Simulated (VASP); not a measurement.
# Ir (Fd-3m) in VASP: notebook, part 2 of 2

VASP 6.6.1. Earlier steps stand in the parts before.

**3. Single point, LDA**

This run uses another cell than the first one, of 20.53 Å³/atom, 1.136 times its volume.

Contents of INCAR:

```
SYSTEM = Ir
ALGO = Normal
EDIFF = 1E-6
ENCUT = 520
GGA = CA
ISIF = 2
ISMEAR = -1
LASPH = .True.
LCHARG = .False.
LREAL = .False.
LWAVE = .False.
NBANDS = 16
NELM = 80
PREC = Accurate
SIGMA = 0.1
```

Contents of KPOINTS:

```
k-points
0
Gamma
  13 13 13
  0 0 0
```

Contents of POSCAR:

```
Ir
1.0
    0.0000000000      2.7383272493      2.7383272493
    2.7383272493      0.0000000000      2.7383272493
    2.7383272493      2.7383272493      0.0000000000
Ir
2
Direct
   -0.1250000000     -0.1250000000     -0.1250000000
    0.1250000000      0.1250000000      0.1250000000
```

Potentials or basis: VASP PAW LDA potentials, release 64 (Ir).

Started as:

```sh
> cat potpaw_LDA.64/Ir/POTCAR > POTCAR
> mpirun -np 1 vasp_std > vasp.out
```

OUTCAR:

```text
SYSTEM = Ir
   EDIFF = 1E-6
   ENCUT = 520
   GGA = CA
   ISIF = 2
   ISMEAR = -1
   LASPH = .True.
   LREAL = .False.
   NELM = 80
   PREC = Accurate

 ion  position               nearest neighbor table
   1  0.875  0.875  0.875-   2 2.37   2 2.37   2 2.37   2 2.37
   2  0.125  0.125  0.125-   1 2.37   1 2.37   1 2.37   1 2.37

  LATTYP: Found a face centered cubic cell.
 ALAT       =     5.4766544986

  Lattice vectors:

 A1 = (   0.0000000000,   2.7383272493,   2.7383272493)
 A2 = (   2.7383272493,   0.0000000000,   2.7383272493)
 A3 = (   2.7383272493,   2.7383272493,   0.0000000000)

Analysis of symmetry for initial positions (statically):
=====================================================================
 Subroutine PRICEL returns:
 Original cell was already a primitive cell.

 Routine SETGRP: Setting up the symmetry group for a
 face centered cubic supercell.

 Subroutine GETGRP returns: Found 48 space group operations
 (whereof 12 operations were pure point group operations)
 out of a pool of 48 trial point group operations.

The static configuration has the point symmetry D_3d.
 The point group associated with its full space group is O_h .

Analysis of symmetry for dynamics (positions and initial velocities):
=====================================================================
 Subroutine PRICEL returns:
 Original cell was already a primitive cell.

 Routine SETGRP: Setting up the symmetry group for a
 face centered cubic supercell.

 Subroutine GETGRP returns: Found 48 space group operations
 (whereof 12 operations were pure point group operations)
 out of a pool of 48 trial point group operations.

The dynamic configuration has the point symmetry D_3d.
 The point group associated with its full space group is O_h .

 Subroutine INISYM returns: Found 48 space group operations
 (whereof 12 operations are pure point group operations),
 and found     1 'primitive' translations

----------------------------------------------------------------------------------------

                                     Primitive cell

  volume of cell :      41.0663

  direct lattice vectors                    reciprocal lattice vectors
     0.000000000  2.738327249  2.738327249    -0.182593224  0.182593224  0.182593224
     2.738327249  0.000000000  2.738327249     0.182593224 -0.182593224  0.182593224
     2.738327249  2.738327249  0.000000000     0.182593224  0.182593224 -0.182593224

  length of vectors
     3.872579534  3.872579534  3.872579534     0.316260741  0.316260741  0.316260741

  position of ions in fractional coordinates (direct lattice)
     0.875000000  0.875000000  0.875000000
     0.125000000  0.125000000  0.125000000

  ion indices of the primitive-cell ions
   primitive index   ion index
                 1           1
                 2           2

----------------------------------------------------------------------------------------

 KPOINTS: k-points

Automatic generation of k-mesh.
 Grid dimensions read from file:
 generate k-points for:   13   13   13

 Generating k-lattice:

  Cartesian coordinates                     Fractional coordinates (reciprocal lattice)
    -0.014045633  0.014045633  0.014045633     0.076923077  0.000000000  0.000000000
     0.014045633 -0.014045633  0.014045633     0.000000000  0.076923077  0.000000000
     0.014045633  0.014045633 -0.014045633     0.000000000  0.000000000  0.076923077

  Length of vectors
     0.024327749  0.024327749  0.024327749

  Shift w.r.t. Gamma in fractional coordinates (k-lattice)
     0.000000000  0.000000000  0.000000000

 Subroutine IBZKPT returns following result:
 ===========================================

 Found     84 irreducible k-points:

 Following reciprocal coordinates:
            Coordinates               Weight
  0.000000  0.000000  0.000000      1.000000
  0.076923  0.000000  0.000000      8.000000
  0.153846  0.000000  0.000000      8.000000
  0.230769  0.000000  0.000000      8.000000
  0.307692  0.000000  0.000000      8.000000
  0.384615  0.000000  0.000000      8.000000
[... 16 lines left out ...]
  0.384615  0.153846  0.000000     24.000000
  0.461538  0.153846  0.000000     24.000000
 [... further k-points ...]
   k-points           NKPTS =     84   k-points in BZ     NKDIM =     84   number of bands    NBANDS=     16
   number of dos      NEDOS =    301   number of ions     NIONS =      2
   total plane-waves  NPLWV =  27000
   dimension x,y,z NGX =    30 NGY =   30 NGZ =   30
   dimension x,y,z NGXF=    60 NGYF=   60 NGZF=   60
   ions per type =               2
   NGX,Y,Z   is equivalent  to a cutoff of  12.88, 12.88, 12.88 a.u.
   NGXF,Y,Z  is equivalent  to a cutoff of  25.76, 25.76, 25.76 a.u.
 SYSTEM =  Ir
   PREC   = accura    normal or accurate (medium, high low for compatibility)
   ISTART =      0    job   : 0-new  1-cont  2-samecut
   ICHARG =      2    charge: 1-file 2-atom 10-const
   ISPIN  =      1    spin polarized calculation?
   LNONCOLLINEAR =      F non collinear calculations
   LSORBIT =      F    spin-orbit coupling
   LASPH  =      T    aspherical Exc in radial PAW
   ENCUT  =  520.0 eV  38.22 Ry    6.18 a.u.   7.20  7.20  7.20*2*pi/ulx,y,z
   NELM   =     80;   NELMIN=  2; NELMDL= -5     # of ELM steps
   EDIFF  = 0.1E-05   stopping-criterion for ELM
   LREAL  =      F    real-space projection
   EDIFFG = 0.1E-04   stopping-criterion for IOM
   NSW    =      0    number of steps for IOM
   IBRION =     -1    ionic relax: 0-MD 1-quasi-New 2-CG
   NFREE  =      0    steps in history (QN), initial steepest desc. (CG)
   ISIF   =      2    stress and relaxation
   ISYM   =      2    0-nonsym 1-usesym 2-fastsym
   POTIM  = 0.5000    time-step for ionic-motion
   TEBEG  =    0.0;   TEEND  =   0.0 temperature during run
   PSTRESS=    0.0 pullay stress
   NELECT =      18.0000    total number of electrons
   NUPDOWN=      -1.0000    fix difference up-down
   EMIN   =  10.00;   EMAX   =-10.00  energy-range for DOS
   EFERMI =   0.00;   METHOD = LEGACY
   ISMEAR =    -1;   SIGMA  =   0.10  broadening in eV -4-tet -1-fermi 0-gaus
   EFERMI_NEDOS =   21; number of points for ismear=-14 and -15
   IALGO  =     38    algorithm
   IMIX   =      4    mixing-type and parameters
     AMIX     =   0.40;   BMIX     =  1.00
     AMIX_MAG =   1.60;   BMIX_MAG =  1.00
  volume/ion in A,a.u.               =      20.53       138.56
  Fermi-wavevector in a.u.,A,eV,Ry     =   1.243570  2.350007 21.040960  1.546467
  Thomas-Fermi vector in A             =   2.377875
   LORBIT       =      0    0 simple, 1 ext, 2 COOP (PROOUT), +10 PAW based schemes
   GGA     = CA    functional components
   LHFCALC =     F    Hartree Fock is set to
   AEXX    =    0.0000 exact exchange contribution
   IVDW    =     0    specifies the selected vdW correction
   LEPSILON=     F    determine dielectric tensor
   LRPA    =     F    only Hartree local field effects (RPA)
 non-spin polarized calculation
  energy-cutoff  :      520.00
  volume of cell :       41.07
 maximum number of plane-waves:      1121
 NGX is ok and might be reduce to    30
   NGX = 15   NGY = 15   NGZ = 15

 number of electron      17.9999998 magnetization

 Free energy of the ion-electron system (eV)
  ---------------------------------------------------
  ext. energy  EPLUGINS =         0.00000000
  ---------------------------------------------------
  free energy    TOTEN  =       -18.25871897 eV

  energy without entropy =      -18.19280229  energy(sigma->0) =      -18.22576063

 E-fermi :   5.5963     XC(G=0): -11.6687

 val. band max:        5.5628346301   @ k =   0.3846   0.3846   0.0000
 cond. band min:       5.5974024496   @ k =  -0.2308   0.1538   0.0000
 fundamental gap:      0.0345678195
 Fermi energy:         5.5963306298

 k-point     1 :       0.0000    0.0000    0.0000
  band No.  band energies     occupation
      1      -2.7319      2.00000
      2       0.2242      2.00000
      3       0.2242      2.00000
      4       0.6878      2.00000
      5       0.6878      2.00000
      6       0.6878      2.00000
[... 8 lines left out ...]
     15      18.2453      0.00000
     16      18.2453      0.00000
[... 419 lines left out ...]
 k-point    24 :       0.4615    0.1538    0.0000
  band No.  band energies     occupation
      1      -0.3659      2.00000
      2      -0.3378      2.00000
      3       0.3106      2.00000
      4       0.4140      2.00000
      5       0.9870      2.00000
      6       1.3844      2.00000
[... 8 lines left out ...]
     15      15.6378      0.00000
     16      20.1445      0.00000

 [... further k-points ...]
[... 5 lines left out ...]
  --------------------------------------------------------------------------------------
  -------------------------------------------------------------------------------------
  Total        0.0586250      0.0586250      0.0586250      0.0000000      0.0000000      0.0000000
  in kB        2.2872184      2.2872184      2.2872184      0.0000000      0.0000000      0.0000000
  external PRESSURE =       2.2872184 kB  Pullay stress =       0.0000000 kB

 VOLUME and BASIS-vectors are now :
 -----------------------------------------------------------------------------
  energy-cutoff  :      520.00
  volume of cell :       41.07
      direct lattice vectors                 reciprocal lattice vectors
     0.000000000  2.738327249  2.738327249    -0.182593224  0.182593224  0.182593224
     2.738327249  0.000000000  2.738327249     0.182593224 -0.182593224  0.182593224
     2.738327249  2.738327249  0.000000000     0.182593224  0.182593224 -0.182593224

 POSITION                                       TOTAL-FORCE (eV/Angst)
 -----------------------------------------------------------------------------------
      4.79207      4.79207      4.79207        -0.000000      0.000000      0.000000
      0.68458      0.68458      0.68458         0.000000     -0.000000     -0.000000
 -----------------------------------------------------------------------------------
    total drift:                               -0.000000      0.000000      0.000000

  FREE ENERGIE OF THE ION-ELECTRON SYSTEM (eV)
  ---------------------------------------------------
  free  energy   TOTEN  =       -18.2587189709 eV

  energy  without entropy=      -18.1928022911  energy(sigma->0) =      -18.22576063
```

OSZICAR:

```text
N       E                     dE             d eps       ncg     rms          rms(c)
DAV:   1     0.134273303834E+03    0.13427E+03   -0.80062E+03  2688   0.107E+03
DAV:   2    -0.146445343368E+02   -0.14892E+03   -0.13080E+03  2704   0.285E+02
DAV:   3    -0.192994981783E+02   -0.46550E+01   -0.45806E+01  3600   0.599E+01
DAV:   4    -0.193495091473E+02   -0.50011E-01   -0.50000E-01  2992   0.569E+00
DAV:   5    -0.193509211966E+02   -0.14120E-02   -0.14120E-02  3752   0.977E-01    0.166E+01
DAV:   6    -0.184088005932E+02    0.94212E+00   -0.16347E+00  3608   0.148E+01    0.638E+00
DAV:   7    -0.182801849645E+02    0.12862E+00   -0.18856E-01  4024   0.428E+00    0.223E+00
DAV:   8    -0.182588537015E+02    0.21331E-01   -0.19875E-02  3112   0.115E+00    0.248E-01
DAV:   9    -0.182587172350E+02    0.13647E-03   -0.78557E-04  3272   0.214E-01    0.672E-02
DAV:  10    -0.182587185582E+02   -0.13232E-05   -0.34417E-05  3520   0.530E-02    0.103E-02
DAV:  11    -0.182587189709E+02   -0.41267E-06   -0.21975E-06  3168   0.154E-02
   1 F= -.18258719E+02 E0= -.18225761E+02  d E =-.659167E-01
```

stdout:

```text
POSCAR found type information on POSCAR Ir
 POSCAR found :  1 types and       2 ions
 scaLAPACK will be used
 LDA part: xc-table for (Slater(with rela. corr.)+CA(PZ))
 , standard interpolation
 POSCAR, INCAR and KPOINTS ok, starting setup
 FFT: planning ... GRIDC
 FFT: planning ... GRID_SOFT
 FFT: planning ... GRID
 WAVECAR not read
 entering main loop
```

It took 45 s on 1 thread of AMD EPYC 7R13 (Zen 3), shared host; peak memory 0.15 GiB.

Results:

* Free energy: -18.2587 eV
* Pressure: 0.2 GPa
* Band gap on the k mesh: zero (band 9 reaches 6.63 eV, above the bottom of band 10 at 4.91 eV)

Caveat: spin-orbit coupling is left out, which moves the levels of the heavy elements.

**4. Single point, LDA**

This run uses another cell than the first one, of 20.53 Å³/atom, 1.136 times its volume.

Contents of INCAR:

```
PREC = Accurate
ENCUT = 520
EDIFF = 1E-7
ISMEAR = -1
SIGMA = 0.1
LREAL = F
LASPH = T
NELM = 60
ALGO = Normal
ISIF = 2
LWAVE = F
LCHARG = F
GGA = CA
NBANDS = 16
```

Contents of KPOINTS:

```
Automatic mesh
0
Gamma
  13 13 13
```

POSCAR is that of step 3.

Started as:

```sh
> cat potpaw_LDA.64/Ir/POTCAR > POTCAR
> mpirun -np 1 vasp_std > vasp.out
```

Wall time 46 s (1 thread of AMD EPYC 7R13 (Zen 3), shared host); peak memory 0.15 GiB.

It converged, with:

```
Free energy            : -18.2587 eV
Pressure               : 0.2 GPa
Band gap on the k mesh : zero (band 9 reaches 6.63 eV, above the bottom of band 10 at 4.91 eV)
```

Levels at points of the mesh, in eV from the Fermi level:
| k point | band 7 | band 8 | band 9 | band 10 | band 11 | band 12 |
| --- | --- | --- | --- | --- | --- | --- |
| (0.00, 0.00, 0.00) | -1.86 | -1.86 | -1.86 | 0.91 | 0.91 | 11.06 |

Caveat: spin-orbit coupling is left out, which moves the levels of the heavy elements.
